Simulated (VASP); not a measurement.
# AgCl (Immm) in VASP: further runs

The runs below take AgCl through single point, with PBEsol.

Everything below comes from runs of VASP 6.6.1. Logs are shortened: lines on timing, memory, paths and dates and some standing lists are left out, and cuts for length are marked.

**1. The cell of the first run**

It takes space group Immm (No. 71, orthorhombic). The conventional cell has a = 3.834 Å, b = 4.010 Å, c = 5.546 Å, α = 90.00°, β = 90.00°, γ = 90.00°. Within 3.7 Å of Ag (site symmetry mmm) lie 6 Cl at 2.77 Å. Within 3.7 Å of Cl (site symmetry mmm) lie 6 Ag at 2.77 Å.

**2. Single point, PBEsol (strain +0.0450 x Voigt [0, 0, 0, 0, 1, 0])**

INCAR reads:

```
SYSTEM = AgCl
ALGO = Normal
EDIFF = 1E-6
ENCUT = 520
GGA = PS
ISIF = 2
ISMEAR = 0
LASPH = .True.
LCHARG = .False.
LREAL = .False.
LWAVE = .False.
NBANDS = 16
NELM = 60
PREC = Accurate
SIGMA = 0.05
```

KPOINTS reads:

```
k-points
0
Gamma
  8 8 8
  0 0 0
```

POSCAR reads:

```
AgCl
1.0
    0.0623958750      2.7731500000      2.7731500000
    2.8355458750      0.0000000000      2.8355458750
    2.7731500000      2.7731500000      0.0623958750
Ag Cl
1 1
Direct
    0.5000000000      0.5000000000      0.5000000000
    0.0000000000      0.0000000000      0.0000000000
```

Potentials or basis: VASP PAW PBE potentials, release 64 (Ag, Cl).

Started as:

```sh
cat potpaw_PBE.64/Ag/POTCAR potpaw_PBE.64/Cl/POTCAR > POTCAR
mpirun -np 1 vasp_std > vasp.out
```

OUTCAR:

```text
SYSTEM = AgCl
   EDIFF = 1E-6
   ENCUT = 520
   GGA = PS
   ISIF = 2
   ISMEAR = 0
   LASPH = .True.
   LREAL = .False.
   NELM = 60
   PREC = Accurate

 ion  position               nearest neighbor table
   1  0.500  0.500  0.500-   2 2.77   2 2.77   2 2.77   2 2.77   2 2.77   2 2.77
   2  0.000  0.000  0.000-   1 2.77   1 2.77   1 2.77   1 2.77   1 2.77   1 2.77

  LATTYP: Found a body centered orthorhombic cell.
 ALAT       =     3.8335852478
 B/A-ratio  =     1.0460358056
 C/A-ratio  =     1.4467657927

  Lattice vectors:

 A1 = (   0.0623958750,  -2.7731500000,   2.7731500000)
 A2 = (  -0.0623958750,  -2.7731500000,  -2.7731500000)
 A3 = (   2.7731500000,   2.7731500000,   0.0623958750)

Analysis of symmetry for initial positions (statically):
=====================================================================
 Subroutine PRICEL returns:
 Original cell was already a primitive cell.

 Routine SETGRP: Setting up the symmetry group for a
 body centered orthorhombic supercell.

 Subroutine GETGRP returns: Found  8 space group operations
 (whereof  8 operations were pure point group operations)
 out of a pool of  8 trial point group operations.

The static configuration has the point symmetry D_2h.

Analysis of symmetry for dynamics (positions and initial velocities):
=====================================================================
 Subroutine PRICEL returns:
 Original cell was already a primitive cell.

 Routine SETGRP: Setting up the symmetry group for a
 body centered orthorhombic supercell.

 Subroutine GETGRP returns: Found  8 space group operations
 (whereof  8 operations were pure point group operations)
 out of a pool of  8 trial point group operations.

The dynamic configuration has the point symmetry D_2h.

 Subroutine INISYM returns: Found  8 space group operations
 (whereof  8 operations are pure point group operations),
 and found     1 'primitive' translations

----------------------------------------------------------------------------------------

                                     Primitive cell

  volume of cell :      42.6315

  direct lattice vectors                    reciprocal lattice vectors
     0.062395875  2.773150000  2.773150000    -0.184450517  0.180300380  0.184450517
     2.835545875  0.000000000  2.835545875     0.176332890 -0.180300380  0.176332890
     2.773150000  2.773150000  0.062395875     0.184450517  0.180300380 -0.184450517

  length of vectors
     3.922322665  4.010067433  3.922322665     0.317099690  0.307725208  0.317099690

  position of ions in fractional coordinates (direct lattice)
     0.500000000  0.500000000  0.500000000
     0.000000000  0.000000000  0.000000000

  ion indices of the primitive-cell ions
   primitive index   ion index
                 1           1
                 2           2

----------------------------------------------------------------------------------------

 KPOINTS: k-points

Automatic generation of k-mesh.
 Grid dimensions read from file:
 generate k-points for:    8    8    8

 Generating k-lattice:

  Cartesian coordinates                     Fractional coordinates (reciprocal lattice)
    -0.023056315  0.022537548  0.023056315     0.125000000  0.000000000 -0.000000000
     0.022041611 -0.022537548  0.022041611     0.000000000  0.125000000 -0.000000000
     0.023056315  0.022537548 -0.023056315     0.000000000  0.000000000  0.125000000

  Length of vectors
     0.039637461  0.038465651  0.039637461

  Shift w.r.t. Gamma in fractional coordinates (k-lattice)
     0.000000000  0.000000000  0.000000000

 Subroutine IBZKPT returns following result:
 ===========================================

 Found     95 irreducible k-points:

 Following reciprocal coordinates:
            Coordinates               Weight
  0.000000  0.000000  0.000000      1.000000
  0.125000  0.000000 -0.000000      4.000000
  0.250000  0.000000 -0.000000      4.000000
  0.375000  0.000000  0.000000      4.000000
  0.500000  0.000000 -0.000000      2.000000
  0.000000  0.125000 -0.000000      4.000000
[... 16 lines left out ...]
  0.125000  0.375000 -0.000000      8.000000
  0.250000  0.375000 -0.000000      8.000000
 [... further k-points ...]
   k-points           NKPTS =     95   k-points in BZ     NKDIM =     95   number of bands    NBANDS=     16
   number of dos      NEDOS =    301   number of ions     NIONS =      2
   total plane-waves  NPLWV =  27000
   dimension x,y,z NGX =    30 NGY =   30 NGZ =   30
   dimension x,y,z NGXF=    60 NGYF=   60 NGZF=   60
   ions per type =               1   1
   NGX,Y,Z   is equivalent  to a cutoff of  12.72, 12.44, 12.72 a.u.
   NGXF,Y,Z  is equivalent  to a cutoff of  25.43, 24.87, 25.43 a.u.
 SYSTEM =  AgCl
   PREC   = accura    normal or accurate (medium, high low for compatibility)
   ISTART =      0    job   : 0-new  1-cont  2-samecut
   ICHARG =      2    charge: 1-file 2-atom 10-const
   ISPIN  =      1    spin polarized calculation?
   LNONCOLLINEAR =      F non collinear calculations
   LSORBIT =      F    spin-orbit coupling
   LASPH  =      T    aspherical Exc in radial PAW
   ENCUT  =  520.0 eV  38.22 Ry    6.18 a.u.   7.29  7.46  7.29*2*pi/ulx,y,z
   NELM   =     60;   NELMIN=  2; NELMDL= -5     # of ELM steps
   EDIFF  = 0.1E-05   stopping-criterion for ELM
   LREAL  =      F    real-space projection
   EDIFFG = 0.1E-04   stopping-criterion for IOM
   NSW    =      0    number of steps for IOM
   IBRION =     -1    ionic relax: 0-MD 1-quasi-New 2-CG
   NFREE  =      0    steps in history (QN), initial steepest desc. (CG)
   ISIF   =      2    stress and relaxation
   ISYM   =      2    0-nonsym 1-usesym 2-fastsym
   POTIM  = 0.5000    time-step for ionic-motion
   TEBEG  =    0.0;   TEEND  =   0.0 temperature during run
   PSTRESS=    0.0 pullay stress
   NELECT =      18.0000    total number of electrons
   NUPDOWN=      -1.0000    fix difference up-down
   EMIN   =  10.00;   EMAX   =-10.00  energy-range for DOS
   EFERMI =   0.00;   METHOD = LEGACY
   ISMEAR =     0;   SIGMA  =   0.05  broadening in eV -4-tet -1-fermi 0-gaus
   EFERMI_NEDOS =   21; number of points for ismear=-14 and -15
   IALGO  =     38    algorithm
   IMIX   =      4    mixing-type and parameters
     AMIX     =   0.40;   BMIX     =  1.00
     AMIX_MAG =   1.60;   BMIX_MAG =  1.00
  volume/ion in A,a.u.               =      21.32       143.85
  Fermi-wavevector in a.u.,A,eV,Ry     =   1.228162  2.320889 20.522777  1.508382
  Thomas-Fermi vector in A             =   2.363098
   LORBIT       =      0    0 simple, 1 ext, 2 COOP (PROOUT), +10 PAW based schemes
   GGA     = PS    functional components
   LHFCALC =     F    Hartree Fock is set to
   AEXX    =    0.0000 exact exchange contribution
   IVDW    =     0    specifies the selected vdW correction
   LEPSILON=     F    determine dielectric tensor
   LRPA    =     F    only Hartree local field effects (RPA)
 non-spin polarized calculation
 Gauss-broadening in eV      SIGMA  =   0.05
  energy-cutoff  :      520.00
  volume of cell :       42.63
 maximum number of plane-waves:      1163
 NGX is ok and might be reduce to    30
   NGX = 15   NGY = 15   NGZ = 15

 number of electron      18.0000000 magnetization

 Free energy of the ion-electron system (eV)
  ---------------------------------------------------
  ext. energy  EPLUGINS =         0.00000000
  ---------------------------------------------------
  free energy    TOTEN  =        -6.03987885 eV

  energy without entropy =       -6.03987885  energy(sigma->0) =       -6.03987885

 E-fermi :   3.9845     XC(G=0): -10.2193

 val. band max:        3.7546235984   @ k =   0.5000   0.0000  -0.0000
 cond. band min:       4.4424962087   @ k =   0.0000   0.0000   0.0000
 fundamental gap:      0.6878726103
 Fermi energy:         3.9844626830

 k-point     1 :       0.0000    0.0000    0.0000
  band No.  band energies     occupation
      1     -11.4245      2.00000
      2       1.2053      2.00000
      3       1.2207      2.00000
      4       1.2765      2.00000
      5       1.2834      2.00000
      6       1.2900      2.00000
[... 8 lines left out ...]
     15      16.7279      0.00000
     16      16.9495      0.00000

 k-point     2 :       0.1250    0.0000   -0.0000
  band No.  band energies     occupation
      1     -11.3599      2.00000
      2       0.5273      2.00000
      3       0.5728      2.00000
      4       0.6238      2.00000
      5       1.2675      2.00000
      6       1.2946      2.00000
[... 8 lines left out ...]
     15      15.6214      0.00000
     16      16.1558      0.00000

 k-point     3 :       0.2500    0.0000   -0.0000
  band No.  band energies     occupation
      1     -11.1970      2.00000
      2      -0.4813      2.00000
      3      -0.0683      2.00000
      4       0.0315      2.00000
      5       1.4043      2.00000
      6       1.4368      2.00000
[... 8 lines left out ...]
     15      15.9370      0.00000
     16      16.0284      0.00000

 k-point     4 :       0.3750    0.0000    0.0000
  band No.  band energies     occupation
      1     -11.0232      2.00000
      2      -1.2845      2.00000
      3      -0.4475      2.00000
      4      -0.3417      2.00000
      5       1.5473      2.00000
      6       1.5810      2.00000
[... 8 lines left out ...]
     15      16.5936      0.00000
     16      17.0128      0.00000

 k-point     5 :       0.5000    0.0000   -0.0000
  band No.  band energies     occupation
      1     -10.9475      2.00000
      2      -1.5799      2.00000
      3      -0.5775      2.00000
      4      -0.4697      2.00000
      5       1.6084      2.00000
      6       1.6417      2.00000
[... 8 lines left out ...]
     15      17.2386      0.00000
     16      17.5969      0.00000

 k-point     6 :       0.0000    0.1250   -0.0000
  band No.  band energies     occupation
      1     -11.3656      2.00000
      2       0.4709      2.00000
      3       0.5779      2.00000
      4       0.6722      2.00000
      5       1.2902      2.00000
      6       1.3259      2.00000
[... 8 lines left out ...]
     15      15.8589      0.00000
     16      16.3789      0.00000

 k-point     7 :       0.1250    0.1250   -0.0000
  band No.  band energies     occupation
      1     -11.3442      2.00000
      2       0.0415      2.00000
      3       0.8801      2.00000
      4       0.8885      2.00000
      5       1.1943      2.00000
      6       1.3068      2.00000
[... 8 lines left out ...]
     15      17.3614      0.00000
     16      17.5851      0.00000

 k-point     8 :       0.2500    0.1250   -0.0000
  band No.  band energies     occupation
      1     -11.2183      2.00000
      2      -0.5412      2.00000
      3       0.3041      2.00000
      4       0.3974      2.00000
      5       1.2433      2.00000
      6       1.4408      2.00000
[... 8 lines left out ...]
     15      17.0383      0.00000
     16      17.3273      0.00000

 k-point     9 :       0.3750    0.1250    0.0000
  band No.  band energies     occupation
      1     -11.0535      2.00000
      2      -1.0721      2.00000
      3      -0.3096      2.00000
      4      -0.1036      2.00000
      5       1.3957      2.00000
      6       1.5938      2.00000
[... 8 lines left out ...]
     15      17.2668      0.00000
     16      17.6234      0.00000
[... 172 lines left out ...]
 k-point    19 :      -0.3750    0.2500    0.0000
  band No.  band energies     occupation
      1     -10.9324      2.00000
      2      -1.0909      2.00000
      3      -0.4119      2.00000
      4      -0.3606      2.00000
      5       1.5405      2.00000
      6       1.6211      2.00000
[... 8 lines left out ...]
     15      16.7987      0.00000
     16      19.1969      0.00000

 k-point    20 :      -0.2500    0.2500   -0.0000
  band No.  band energies     occupation
      1     -11.0068      2.00000
      2      -1.1329      2.00000
      3      -0.4024      2.00000
      4      -0.0691      2.00000
      5       1.5121      2.00000
      6       1.6026      2.00000
[... 8 lines left out ...]
     15      17.8760      0.00000
     16      19.2818      0.00000

 k-point    21 :      -0.1250    0.2500    0.0000
  band No.  band energies     occupation
      1     -11.1252      2.00000
      2      -0.9317      2.00000
      3      -0.2594      2.00000
      4       0.1377      2.00000
      5       1.4268      2.00000
      6       1.5322      2.00000
[... 8 lines left out ...]
     15      17.4390      0.00000
     16      17.5604      0.00000

 k-point    22 :       0.0000    0.3750    0.0000
  band No.  band energies     occupation
      1     -11.0596      2.00000
      2      -1.3420      2.00000
      3      -0.3576      2.00000
      4      -0.2376      2.00000
      5       1.5238      2.00000
      6       1.5725      2.00000
[... 8 lines left out ...]
     15      16.6682      0.00000
     16      16.9975      0.00000

 k-point    23 :       0.1250    0.3750   -0.0000
  band No.  band energies     occupation
      1     -11.0837      2.00000
      2      -1.0883      2.00000
      3      -0.2241      2.00000
      4      -0.0595      2.00000
      5       1.4202      2.00000
      6       1.5651      2.00000
[... 8 lines left out ...]
     15      17.3030      0.00000
     16      17.7426      0.00000

 k-point    24 :       0.2500    0.3750   -0.0000
  band No.  band energies     occupation
      1     -11.0616      2.00000
      2      -0.9453      2.00000
      3       0.1759      2.00000
      4       0.3137      2.00000
      5       1.1954      2.00000
      6       1.5672      2.00000
[... 8 lines left out ...]
     15      18.2346      0.00000
     16      19.2444      0.00000

 [... further k-points ...]
[... 5 lines left out ...]
  --------------------------------------------------------------------------------------
  -------------------------------------------------------------------------------------
  Total       -0.7313639     -0.7367346     -0.7313639      0.0000000      0.0000000     -0.0788795
  in kB      -27.4861509    -27.6879933    -27.4861509      0.0000000      0.0000000     -2.9644519
  external PRESSURE =     -27.5534317 kB  Pullay stress =       0.0000000 kB

 VOLUME and BASIS-vectors are now :
 -----------------------------------------------------------------------------
  energy-cutoff  :      520.00
  volume of cell :       42.63
      direct lattice vectors                 reciprocal lattice vectors
     0.062395875  2.773150000  2.773150000    -0.184450517  0.180300380  0.184450517
     2.835545875  0.000000000  2.835545875     0.176332890 -0.180300380  0.176332890
     2.773150000  2.773150000  0.062395875     0.184450517  0.180300380 -0.184450517

 POSITION                                       TOTAL-FORCE (eV/Angst)
 -----------------------------------------------------------------------------------
      2.83555      2.77315      2.83555        -0.000000      0.000000     -0.000000
      0.00000      0.00000      0.00000         0.000000      0.000000      0.000000
 -----------------------------------------------------------------------------------
    total drift:                                0.000000      0.000000      0.000000

  FREE ENERGIE OF THE ION-ELECTRON SYSTEM (eV)
  ---------------------------------------------------
  free  energy   TOTEN  =        -6.0398788482 eV

  energy  without entropy=       -6.0398788482  energy(sigma->0) =       -6.03987885
```

It took 23 s on 1 thread of Intel Xeon 6975P-C (Granite Rapids), shared host; peak memory 0.21 GiB.

What came out:

```
Free energy            : -6.0399 eV
Pressure               : -2.8 GPa
Band gap on the k mesh : 0.69 eV, indirect (least direct gap 2.95 eV)
```

Caveat: the cell differs from its parent crystal (strain +0.0450 x Voigt [0, 0, 0, 0, 1, 0]); the PAW data sets were made with another functional, which shifts forces and pressure a little. A k mesh can miss the band edges.

(Part 1 of 2 ends here.)
